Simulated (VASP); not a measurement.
The system is CsBr.

```xyz
2
Lattice="4.3196 0.0000 0.0000 0.0000 4.3196 0.0000 0.0000 0.0000 4.3196" Properties=species:S:1:pos:R:3 pbc="T T T"
Cs    0.0000    0.0000    0.0000
Br    2.1598    2.1598    2.1598
```

Base run:

* Program: VASP 6.6.1
* Functional: PBE
* Potentials or basis: VASP PAW PBE potentials, release 64 (Cs_sv, Br)
* Cutoff: 500 eV
* k mesh: 4 × 4 × 4, shifted
* Occupations: gaussian, width 0.01 eV
* Spin: no spin polarisation

Its results: band gap on the k mesh 5.52 eV; pressure 0.7 GPa.

Problem. The run is repeated on the same cell with these changes: functional from PBE to r2SCAN; cutoff from 500 eV to 550 eV; k mesh from 4 × 4 × 4, shifted to 4 × 4 × 4, through Γ. What comes out?

Solution. Band gap on the k mesh 5.18 eV; pressure 0.1 GPa.

Several settings changed at once.

Caveats: spin-orbit coupling is left out, which moves the levels of the heavy elements; a shifted mesh leaves out Γ, where band edges can lie (at least some runs); the PAW data sets were made with another functional, which shifts forces and pressure a little (at least some runs).

A k mesh can miss the band edges.
